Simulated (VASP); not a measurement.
# Si (I4_1/amd) in VASP: further runs

The runs below take Si through single point, with LDA.

Everything below comes from runs of VASP 6.6.1. Logs are shortened: lines on timing, memory, paths and dates and some standing lists are left out, and cuts for length are marked.

## Step 1: The cell of the first run

It takes space group I4_1/amd (No. 141, tetragonal). The conventional cell has a = 4.743 Å, b = 4.743 Å, c = 2.659 Å, α = 90.00°, β = 90.00°, γ = 90.00°. Si (site symmetry -4m2) has 10 Si at 2.46 to 3.10 Å within 3.3 Å.

## Step 2: Single point, LDA

Input file INCAR:

```
SYSTEM = Si
ALGO = Normal
EDIFF = 1E-6
ENCUT = 520
GGA = CA
ISIF = 2
ISMEAR = -1
LASPH = .TRUE.
LCHARG = .FALSE.
LREAL = .FALSE.
LWAVE = .FALSE.
NBANDS = 11
NELM = 60
PREC = Accurate
SIGMA = 0.05
```

Input file KPOINTS:

```
k-points
0
G
  12 12 12
  0 0 0
```

Input file POSCAR:

```
Si
1.0
   -2.3713723000      2.3713723000      1.3292653900
    2.3713723000     -2.3713723000      1.3292653900
    2.3713723000      2.3713723000     -1.3292653900
Si
2
Direct
    0.2500000000      0.7500000000      0.5000000000
    0.5000000000      0.5000000000      0.0000000000
```

Potentials or basis: VASP PAW LDA potentials, release 64 (Si).

Command:

```sh
cat potpaw_LDA.64/Si/POTCAR > POTCAR
mpirun -np 1 vasp_std > vasp.out
```

OUTCAR:

```text
SYSTEM = Si
   EDIFF = 1E-6
   ENCUT = 520
   GGA = CA
   ISIF = 2
   ISMEAR = -1
   LASPH = .TRUE.
   LREAL = .FALSE.
   NELM = 60
   PREC = Accurate

 ion  position               nearest neighbor table
   1  0.250  0.750  0.500-   2 2.46   2 2.46   2 2.46   2 2.46   2 3.10   2 3.10   2 3.10   2 3.10

   2  0.500  0.500  0.000-   1 2.46   1 2.46   1 2.46   1 2.46   1 3.10   1 3.10   1 3.10   1 3.10

  LATTYP: Found a body centered tetragonal cell.
 ALAT       =     4.7427446000
 C/A-ratio  =     0.5605468994

  Lattice vectors:

 A1 = (  -2.3713723000,   2.3713723000,   1.3292653900)
 A2 = (   2.3713723000,  -2.3713723000,   1.3292653900)
 A3 = (   2.3713723000,   2.3713723000,  -1.3292653900)

Analysis of symmetry for initial positions (statically):
=====================================================================
 Subroutine PRICEL returns:
 Original cell was already a primitive cell.

 Routine SETGRP: Setting up the symmetry group for a
 body centered tetragonal supercell.

 Subroutine GETGRP returns: Found 16 space group operations
 (whereof  8 operations were pure point group operations)
 out of a pool of 16 trial point group operations.

The static configuration has the point symmetry D_2d.
 The point group associated with its full space group is D_4h.

Analysis of symmetry for dynamics (positions and initial velocities):
=====================================================================
 Subroutine PRICEL returns:
 Original cell was already a primitive cell.

 Routine SETGRP: Setting up the symmetry group for a
 body centered tetragonal supercell.

 Subroutine GETGRP returns: Found 16 space group operations
 (whereof  8 operations were pure point group operations)
 out of a pool of 16 trial point group operations.

The dynamic configuration has the point symmetry D_2d.
 The point group associated with its full space group is D_4h.

 Subroutine INISYM returns: Found 16 space group operations
 (whereof  8 operations are pure point group operations),
 and found     1 'primitive' translations

----------------------------------------------------------------------------------------

                                     Primitive cell

  volume of cell :      29.9000

  direct lattice vectors                    reciprocal lattice vectors
    -2.371372300  2.371372300  1.329265390     0.000000000  0.210848377  0.376147610
     2.371372300 -2.371372300  1.329265390     0.210848377  0.000000000  0.376147610
     2.371372300  2.371372300 -1.329265390     0.210848377  0.210848377  0.000000000

  length of vectors
     3.607458891  3.607458891  3.607458891     0.431212317  0.431212317  0.298184634

[... 91 lines left out ...]
   NELECT =       8.0000    total number of electrons
   NUPDOWN=      -1.0000    fix difference up-down
   EMIN   =  10.00;   EMAX   =-10.00  energy-range for DOS
   EFERMI =   0.00;   METHOD = LEGACY
   ISMEAR =    -1;   SIGMA  =   0.05  broadening in eV -4-tet -1-fermi 0-gaus
   EFERMI_NEDOS =   21; number of points for ismear=-14 and -15
   IALGO  =     38    algorithm
   IMIX   =      4    mixing-type and parameters
     AMIX     =   0.40;   BMIX     =  1.00
     AMIX_MAG =   1.60;   BMIX_MAG =  1.00
  volume/ion in A,a.u.               =      14.95       100.89
  Fermi-wavevector in a.u.,A,eV,Ry     =   1.054908  1.993486 15.140973  1.112830
  Thomas-Fermi vector in A             =   2.190086
   LORBIT       =      0    0 simple, 1 ext, 2 COOP (PROOUT), +10 PAW based schemes
   GGA     = CA    functional components
   LHFCALC =     F    Hartree Fock is set to
   AEXX    =    0.0000 exact exchange contribution
   IVDW    =     0    specifies the selected vdW correction
   LEPSILON=     F    determine dielectric tensor
   LRPA    =     F    only Hartree local field effects (RPA)
 non-spin polarized calculation
  energy-cutoff  :      520.00
  volume of cell :       29.90
 maximum number of plane-waves:       818
   NGX = 13   NGY = 13   NGZ = 13

 number of electron       8.0000000 magnetization

 Free energy of the ion-electron system (eV)
  ---------------------------------------------------
  ext. energy  EPLUGINS =         0.00000000
  ---------------------------------------------------
  free energy    TOTEN  =       -11.49975604 eV

  energy without entropy =      -11.49364230  energy(sigma->0) =      -11.49669917

 E-fermi :   9.4130     XC(G=0): -11.0650

 val. band max:        9.3808436926   @ k =  -0.0833   0.0833   0.0833
 cond. band min:       9.4581845385   @ k =  -0.3333   0.5000   0.3333
 fundamental gap:      0.0773408459
 Fermi energy:         9.4129925442

 k-point     1 :       0.0000    0.0000    0.0000
  band No.  band energies     occupation
      1      -4.5005      2.00000
      2       6.9328      2.00000
      3       6.9328      2.00000
      4       7.5756      2.00000
      5      10.9451      0.00000
      6      16.8600      0.00000
      7      18.3556      0.00000
      8      18.3926      0.00000
      9      18.3926      0.00000
     10      19.6206      0.00000
     11      19.9807      0.00000
[... 309 lines left out ...]
 k-point    24 :      -0.4167    0.1667    0.0000
  band No.  band energies     occupation
      1      -1.9679      2.00000
      2       3.1142      2.00000
      3       7.1022      2.00000
      4       8.8294      1.99998
      5      11.2122      0.00000
      6      13.1022      0.00000
      7      13.5257      0.00000
      8      16.0237      0.00000
      9      17.6760      0.00000
     10      19.0014      0.00000
     11      20.1338      0.00000

 [... further k-points ...]

------------------------ aborting loop because EDIFF is reached ----------------------------------------

  FORCE on cell =-STRESS in cart. coord.  units (eV):
  Direction    XX          YY          ZZ          XY          YZ          ZX
  --------------------------------------------------------------------------------------
  -------------------------------------------------------------------------------------
  Total        0.1202252      0.1202252     -0.6016009      0.0000000      0.0000000      0.0000000
  in kB        6.4422131      6.4422131    -32.2365010      0.0000000      0.0000000      0.0000000
  external PRESSURE =      -6.4506916 kB  Pullay stress =       0.0000000 kB

 VOLUME and BASIS-vectors are now :
 -----------------------------------------------------------------------------
  energy-cutoff  :      520.00
  volume of cell :       29.90
      direct lattice vectors                 reciprocal lattice vectors
    -2.371372300  2.371372300  1.329265390     0.000000000  0.210848377  0.376147610
     2.371372300 -2.371372300  1.329265390     0.210848377  0.000000000  0.376147610
     2.371372300  2.371372300 -1.329265390     0.210848377  0.210848377  0.000000000

 POSITION                                       TOTAL-FORCE (eV/Angst)
 -----------------------------------------------------------------------------------
      2.37137      0.00000      0.66463         0.000000     -0.000000     -0.000000
      0.00000      0.00000      1.32927        -0.000000      0.000000      0.000000
 -----------------------------------------------------------------------------------
    total drift:                                0.000000      0.000000      0.000000

  FREE ENERGIE OF THE ION-ELECTRON SYSTEM (eV)
  ---------------------------------------------------
  free  energy   TOTEN  =       -11.4997560380 eV

  energy  without entropy=      -11.4936422965  energy(sigma->0) =      -11.49669917
```

OSZICAR:

```text
N       E                     dE             d eps       ncg     rms          rms(c)
DAV:   1     0.377593493602E+01    0.37759E+01   -0.34146E+03  3586   0.610E+02
DAV:   2    -0.111268568768E+02   -0.14903E+02   -0.14363E+02  4699   0.817E+01
DAV:   3    -0.115349520585E+02   -0.40810E+00   -0.40594E+00  4765   0.113E+01
DAV:   4    -0.115366508676E+02   -0.16988E-02   -0.16986E-02  4322   0.920E-01
DAV:   5    -0.115366594950E+02   -0.86274E-05   -0.86264E-05  4601   0.593E-02    0.438E+00
DAV:   6    -0.115134875961E+02    0.23172E-01   -0.49777E-03  4150   0.325E-01    0.253E+00
DAV:   7    -0.114998338075E+02    0.13654E-01   -0.10605E-02  4061   0.493E-01    0.190E-01
DAV:   8    -0.114997682955E+02    0.65512E-04   -0.77551E-04  4223   0.156E-01    0.421E-02
DAV:   9    -0.114997560809E+02    0.12215E-04   -0.22447E-05  4495   0.268E-02    0.263E-02
DAV:  10    -0.114997560380E+02    0.42912E-07   -0.15006E-06  3350   0.744E-03
   1 F= -.11499756E+02 E0= -.11496699E+02  d E =-.611374E-02
```

Wall time 58 s (1 thread of AMD EPYC 7R13, shared host); peak memory 0.13 GiB.

Results:

* Free energy: -11.4998 eV
* Pressure: -0.6 GPa
* Band gap on the k mesh: zero (band 4 reaches 11.68 eV, above the bottom of band 5 at 4.86 eV)

## Step 3: Single point, LDA

Input file INCAR:

```
SYSTEM = Si
PREC = Accurate ; ENCUT = 520
EDIFF = 1E-6 ; ISMEAR = -1
SIGMA = 0.05 ; LREAL = .FALSE.
LASPH = .TRUE. ; NELM = 100
ALGO = Normal ; ISIF = 2
LWAVE = .FALSE. ; LCHARG = .FALSE.
NBANDS = 11
```

Input file KPOINTS:

```
regular mesh
0
G
  12 12 12
  0 0 0
```

POSCAR is that of step 2.

Potentials or basis: VASP PAW LDA potentials, release 64 (Si).

Command:

```sh
cat potpaw_LDA.64/Si/POTCAR > POTCAR
mpirun -np 1 vasp_std > vasp.out
```

It took 65 s on 1 thread of AMD EPYC 7R13, shared host; peak memory 0.13 GiB.

The run converged. Its results:

```
Free energy            : -11.4998 eV
Pressure               : -0.6 GPa
Band gap on the k mesh : zero (band 4 reaches 11.68 eV, above the bottom of band 5 at 4.86 eV)
```

Stress tensor (GPa, compression positive):
```
 0.64  0.00  0.00
 0.00  0.64  0.00
 0.00  0.00 -3.22
```

Levels at points of the mesh, in eV from the Fermi level:
```csv
k point,band 1,band 2,band 3,band 4,band 5,band 6,band 7,band 8
"(0.00, 0.00, 0.00)",-13.91,-2.48,-2.48,-1.84,1.53,7.45,8.94,8.98
"(0.50, 0.00, 0.00)",-7.80,-6.92,-2.15,-1.88,-1.57,1.02,4.49,5.46
"(0.50, 0.50, 0.00)",-10.76,-10.76,0.36,0.36,2.68,2.68,8.00,8.00
"(0.50, 0.50, 0.50)",-8.30,-8.30,-6.88,-6.88,5.43,5.43,13.08,13.08
```
